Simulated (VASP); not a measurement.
# ZrCo3C2 in VASP: single point with r2SCAN

Aim: the single point of ZrCo3C2 with r2SCAN.

All numbers are computed with VASP 6.6.1; they aren't measurements. Logs are shortened: lines on timing, memory, paths and dates and some standing lists are left out, and cuts for length are marked.

### 1 The cell of the first run

The typed cell holds 6 atoms: a = 4.836 Å, b = 4.836 Å, c = 3.026 Å, α = 90.00°, β = 90.00°, γ = 60.00°.

### 2 Single point, r2SCAN

POSCAR

```
ZrCo3C2
1.0
    2.4177640000      4.1876890000      0.0000000000
   -2.4177640000      4.1876890000      0.0000000000
    0.0000000000      0.0000000000      3.0258100000
Zr Co C
1 3 2
Direct
    0.0000000000      0.0000000000      0.0000000000
    0.5000000000      0.5000000000      0.5000000000
    0.5000000000      0.0000000000      0.5000000000
    0.0000000000      0.5000000000      0.5000000000
    0.3333000000      0.3334000000      0.0000000000
    0.6666000000      0.6667000000      0.0000000000
```

INCAR.step1

```
SYSTEM = ZrCo3C2
PREC = Accurate ; ENCUT = 520
ISMEAR = 0 ; SIGMA = 0.0871
LREAL = .FALSE. ; LASPH = .TRUE.
NELM = 100 ; NBANDS = 32
GGA = PE ; ALGO = Normal
EDIFF = 1E-4 ; LWAVE = .TRUE.
LCHARG = .FALSE.
```

INCAR.step2

```
SYSTEM = ZrCo3C2
PREC = Accurate ; ENCUT = 520
EDIFF = 1E-6 ; ISMEAR = 0
SIGMA = 0.0871 ; LREAL = .FALSE.
LASPH = .TRUE. ; NELM = 100
ALGO = Normal ; ISIF = 2
LWAVE = .FALSE. ; LCHARG = .FALSE.
METAGGA = R2SCAN ; LMIXTAU = .TRUE.
NBANDS = 32 ; ISTART = 1
```

KPOINTS

```
Automatic mesh
0
G
  8 8 11
  0 0 0
```

Potentials or basis: VASP PAW PBE potentials, release 64 (Zr_sv, Co, C).

The run is started by

```bash
cat potpaw_PBE.64/Zr_sv/POTCAR potpaw_PBE.64/Co/POTCAR potpaw_PBE.64/C/POTCAR > POTCAR
cp INCAR.step1 INCAR
mpirun -np 1 vasp_std > vasp.out
cp INCAR.step2 INCAR
mpirun -np 1 vasp_std > vasp.out
```

OUTCAR:

```text
SYSTEM = ZrCo3C2
   PREC = Accurate
   ENCUT = 520
   EDIFF = 1E-6
   ISMEAR = 0
   LREAL = .FALSE.
   LASPH = .TRUE.
   NELM = 100
   ISIF = 2
   METAGGA = R2SCAN
   ISTART = 1

 ion  position               nearest neighbor table
   1  0.000  0.000  0.000-   6 2.79   5 2.79   6 2.79   5 2.79   6 2.79   5 2.79   3 2.85   4 2.85
                             4 2.85   3 2.85   4 2.85   3 2.85   4 2.85   3 2.85   2 2.85   2 2.85
   2  0.500  0.500  0.500-   5 2.06   6 2.06   5 2.06   6 2.06   3 2.42   4 2.42   3 2.42   4 2.42
                             1 2.85   1 2.85   1 2.85   1 2.85
   3  0.500  0.000  0.500-   6 2.06   6 2.06   5 2.06   5 2.06   2 2.42   2 2.42   4 2.42   4 2.42
                             1 2.85   1 2.85   1 2.85   1 2.85
   4  0.000  0.500  0.500-   5 2.06   5 2.06   6 2.06   6 2.06   2 2.42   2 2.42   3 2.42   3 2.42
                             1 2.85   1 2.85   1 2.85   1 2.85
   5  0.333  0.333  0.000-   2 2.06   2 2.06   4 2.06   4 2.06   3 2.06   3 2.06   1 2.79   1 2.79
                             1 2.79
   6  0.667  0.667  0.000-   2 2.06   2 2.06   3 2.06   3 2.06   4 2.06   4 2.06   1 2.79   1 2.79
                             1 2.79

  LATTYP: Found a hexagonal cell.
 ALAT       =     4.8355270571
 C/A-ratio  =     0.6257456456

  Lattice vectors:

 A1 = (   2.4177640000,  -4.1876890000,   0.0000000000)
 A2 = (   2.4177640000,   4.1876890000,   0.0000000000)
 A3 = (   0.0000000000,   0.0000000000,   3.0258100000)

Analysis of symmetry for initial positions (statically):
=====================================================================
 Subroutine PRICEL returns:
 Original cell was already a primitive cell.

 Routine SETGRP: Setting up the symmetry group for a
 hexagonal supercell.

 Subroutine GETGRP returns: Found  4 space group operations
 (whereof  4 operations were pure point group operations)
 out of a pool of 24 trial point group operations.

The static configuration has the point symmetry C_2v.

Analysis of symmetry for dynamics (positions and initial velocities):
=====================================================================
 Subroutine PRICEL returns:
 Original cell was already a primitive cell.

 Routine SETGRP: Setting up the symmetry group for a
 hexagonal supercell.

 Subroutine GETGRP returns: Found  4 space group operations
 (whereof  4 operations were pure point group operations)
 out of a pool of 24 trial point group operations.

The dynamic configuration has the point symmetry C_2v.

 Subroutine INISYM returns: Found  4 space group operations
 (whereof  4 operations are pure point group operations),
 and found     1 'primitive' translations

----------------------------------------------------------------------------------------

                                     Primitive cell

  volume of cell :      61.2717

  direct lattice vectors                    reciprocal lattice vectors
     2.417764000  4.187689000  0.000000000     0.206802649  0.119397596  0.000000000
    -2.417764000  4.187689000  0.000000000    -0.206802649  0.119397596  0.000000000
     0.000000000  0.000000000  3.025810000     0.000000000  0.000000000  0.330490018

  length of vectors
     4.835527057  4.835527057  3.025810000     0.238795146  0.238795146  0.330490018

  position of ions in fractional coordinates (direct lattice)
     0.000000000  0.000000000  0.000000000
     0.500000000  0.500000000  0.500000000
     0.500000000  0.000000000  0.500000000
     0.000000000  0.500000000  0.500000000
     0.333300000  0.333400000  0.000000000
     0.666600000  0.666700000  0.000000000

  ion indices of the primitive-cell ions
   primitive index   ion index
                 1           1
                 2           2
                 3           3
                 4           4
                 5           5
                 6           6

----------------------------------------------------------------------------------------

 KPOINTS: Automatic mesh

Automatic generation of k-mesh.
 Grid dimensions read from file:
 generate k-points for:    8    8   11

 Generating k-lattice:

  Cartesian coordinates                     Fractional coordinates (reciprocal lattice)
     0.025850331  0.014924700  0.000000000     0.125000000  0.000000000  0.000000000
    -0.025850331  0.014924700  0.000000000     0.000000000  0.125000000  0.000000000
     0.000000000  0.000000000  0.030044547     0.000000000  0.000000000  0.090909091

  Length of vectors
     0.029849393  0.029849393  0.030044547

  Shift w.r.t. Gamma in fractional coordinates (k-lattice)
     0.000000000  0.000000000  0.000000000

 Subroutine IBZKPT returns following result:
 ===========================================

 Found    126 irreducible k-points:

 Following reciprocal coordinates:
            Coordinates               Weight
  0.000000  0.000000  0.000000      1.000000
  0.125000 -0.000000  0.000000      4.000000
  0.125000  0.125000  0.000000      2.000000
  0.250000 -0.000000  0.000000      4.000000
  0.250000  0.250000  0.000000      2.000000
  0.375000  0.000000  0.000000      4.000000
[... 16 lines left out ...]
  0.125000 -0.000000  0.090909      8.000000
  0.125000  0.125000  0.090909      4.000000
 [... further k-points ...]
   k-points           NKPTS =    126   k-points in BZ     NKDIM =    126   number of bands    NBANDS=     32
   number of dos      NEDOS =    301   number of ions     NIONS =      6
   total plane-waves  NPLWV =  31104
   dimension x,y,z NGX =    36 NGY =   36 NGZ =   24
   dimension x,y,z NGXF=    72 NGYF=   72 NGZF=   48
   ions per type =               1   3   2
   NGX,Y,Z   is equivalent  to a cutoff of  12.38, 12.38, 13.19 a.u.
   NGXF,Y,Z  is equivalent  to a cutoff of  24.75, 24.75, 26.37 a.u.
 SYSTEM =  ZrCo3C2
   PREC   = accura    normal or accurate (medium, high low for compatibility)
   ISTART =      1    job   : 0-new  1-cont  2-samecut
   ICHARG =      0    charge: 1-file 2-atom 10-const
   ISPIN  =      1    spin polarized calculation?
   LNONCOLLINEAR =      F non collinear calculations
   LSORBIT =      F    spin-orbit coupling
   LASPH  =      T    aspherical Exc in radial PAW
   ENCUT  =  520.0 eV  38.22 Ry    6.18 a.u.   8.99  8.99  5.63*2*pi/ulx,y,z
   NELM   =    100;   NELMIN=  2; NELMDL=  0     # of ELM steps
   EDIFF  = 0.1E-05   stopping-criterion for ELM
   LREAL  =      F    real-space projection
   EDIFFG = 0.1E-04   stopping-criterion for IOM
   NSW    =      0    number of steps for IOM
   IBRION =     -1    ionic relax: 0-MD 1-quasi-New 2-CG
   NFREE  =      0    steps in history (QN), initial steepest desc. (CG)
   ISIF   =      2    stress and relaxation
   ISYM   =      2    0-nonsym 1-usesym 2-fastsym
   POTIM  = 0.5000    time-step for ionic-motion
   TEBEG  =    0.0;   TEEND  =   0.0 temperature during run
   PSTRESS=    0.0 pullay stress
   NELECT =      47.0000    total number of electrons
   NUPDOWN=      -1.0000    fix difference up-down
   EMIN   =  10.00;   EMAX   =-10.00  energy-range for DOS
   EFERMI =   0.00;   METHOD = LEGACY
   ISMEAR =     0;   SIGMA  =   0.09  broadening in eV -4-tet -1-fermi 0-gaus
   EFERMI_NEDOS =   21; number of points for ismear=-14 and -15
   IALGO  =     38    algorithm
   IMIX   =      4    mixing-type and parameters
     AMIX     =   0.40;   BMIX     =  1.00
     AMIX_MAG =   1.60;   BMIX_MAG =  1.00
  volume/ion in A,a.u.               =      10.21        68.91
  Fermi-wavevector in a.u.,A,eV,Ry     =   1.498606  2.831955 30.556234  2.245820
  Thomas-Fermi vector in A             =   2.610343
   LORBIT       =      0    0 simple, 1 ext, 2 COOP (PROOUT), +10 PAW based schemes
   METAGGA = R2SCAN    functional components
   LHFCALC =     F    Hartree Fock is set to
   AEXX    =    0.0000 exact exchange contribution
   IVDW    =     0    specifies the selected vdW correction
   LEPSILON=     F    determine dielectric tensor
   LRPA    =     F    only Hartree local field effects (RPA)
 non-spin polarized calculation
 Gauss-broadening in eV      SIGMA  =   0.09
  energy-cutoff  :      520.00
  volume of cell :       61.27
 maximum number of plane-waves:      1667
   NGX = 17   NGY = 17   NGZ = 11

 number of electron      46.9999996 magnetization

 Free energy of the ion-electron system (eV)
  ---------------------------------------------------
  ext. energy  EPLUGINS =         0.00000000
  ---------------------------------------------------
  free energy    TOTEN  =       -82.23072686 eV

  energy without entropy =      -82.21622005  energy(sigma->0) =      -82.22347345

 E-fermi :  11.3785     XC(G=0): -14.2856

 val. band max:       11.3750929851   @ k =  -0.1250   0.1250   0.2727
 cond. band min:      11.3891350579   @ k =   0.3750   0.1250   0.4545
 fundamental gap:      0.0140420728
 Fermi energy:        11.3784913181

 k-point     1 :       0.0000    0.0000    0.0000
  band No.  band energies     occupation
      1     -39.7568      2.00000
      2     -17.1868      2.00000
      3     -17.1868      2.00000
      4     -16.5174      2.00000
      5      -3.6985      2.00000
      6       0.0659      2.00000
[... 24 lines left out ...]
     31      16.0831      0.00000
     32      16.2287      0.00000

 k-point     2 :       0.1250   -0.0000    0.0000
  band No.  band energies     occupation
      1     -39.7566      2.00000
      2     -17.1919      2.00000
      3     -17.1881      2.00000
      4     -16.5177      2.00000
      5      -3.5868      2.00000
      6      -0.1908      2.00000
[... 24 lines left out ...]
     31      15.7322      0.00000
     32      16.5165      0.00000
[... 733 lines left out ...]
     31      15.8288      0.00000
     32      16.1474      0.00000

 k-point    24 :       0.1250    0.1250    0.0909
  band No.  band energies     occupation
      1     -39.7490      2.00000
      2     -17.1836      2.00000
      3     -17.1800      2.00000
      4     -16.5933      2.00000
      5      -3.4702      2.00000
      6      -0.2181      2.00000
[... 24 lines left out ...]
     31      15.8292      0.00000
     32      16.1474      0.00000

 [... further k-points ...]

------------------------ aborting loop because EDIFF is reached ----------------------------------------

  FORCE on cell =-STRESS in cart. coord.  units (eV):
  Direction    XX          YY          ZZ          XY          YZ          ZX
  --------------------------------------------------------------------------------------
  -------------------------------------------------------------------------------------
  Total       -3.5287072     -3.5264298     -8.3335333      0.0000000      0.0000000      0.0000000
  in kB      -92.2712116    -92.2116614   -217.9113132      0.0000000      0.0000000      0.0000000
  external PRESSURE =    -134.1313954 kB  Pullay stress =       0.0000000 kB

 VOLUME and BASIS-vectors are now :
 -----------------------------------------------------------------------------
  energy-cutoff  :      520.00
  volume of cell :       61.27
      direct lattice vectors                 reciprocal lattice vectors
     2.417764000  4.187689000  0.000000000     0.206802649  0.119397596  0.000000000
    -2.417764000  4.187689000  0.000000000    -0.206802649  0.119397596  0.000000000
     0.000000000  0.000000000  3.025810000     0.000000000  0.000000000  0.330490018

 POSITION                                       TOTAL-FORCE (eV/Angst)
 -----------------------------------------------------------------------------------
      0.00000      0.00000      0.00000        -0.000245      0.000000      0.000000
      0.00000      4.18769      1.51290        -0.000632      0.000000      0.000000
      1.20888      2.09384      1.51290        -0.000395     -0.000136      0.000000
     -1.20888      2.09384      1.51290        -0.000395      0.000136      0.000000
     -0.00024      2.79193      0.00000         0.000834     -0.001316      0.000000
     -0.00024      5.58345      0.00000         0.000834      0.001316      0.000000
 -----------------------------------------------------------------------------------
    total drift:                               -0.000027      0.000000      0.000000

  FREE ENERGIE OF THE ION-ELECTRON SYSTEM (eV)
  ---------------------------------------------------
  free  energy   TOTEN  =       -82.2307268577 eV

  energy  without entropy=      -82.2162200480  energy(sigma->0) =      -82.22347345
```

Wall time 14 min (1 thread of Intel Xeon 8259CL, shared host); peak memory 0.35 GiB.

Results:

```yaml
Free_energy: -82.2307 eV
Pressure: -13.4 GPa
Band_gap_on_the_k_mesh: zero (an odd number of electrons rules out a gap without spin polarisation)
```

Caveat: the cell stands under tension; the PAW data sets were made with another functional, which shifts forces and pressure a little; the run has no spin polarisation, though such a crystal can be magnetic. Spin polarisation is off, so any magnetic state and its effect on volume and gap are missing.
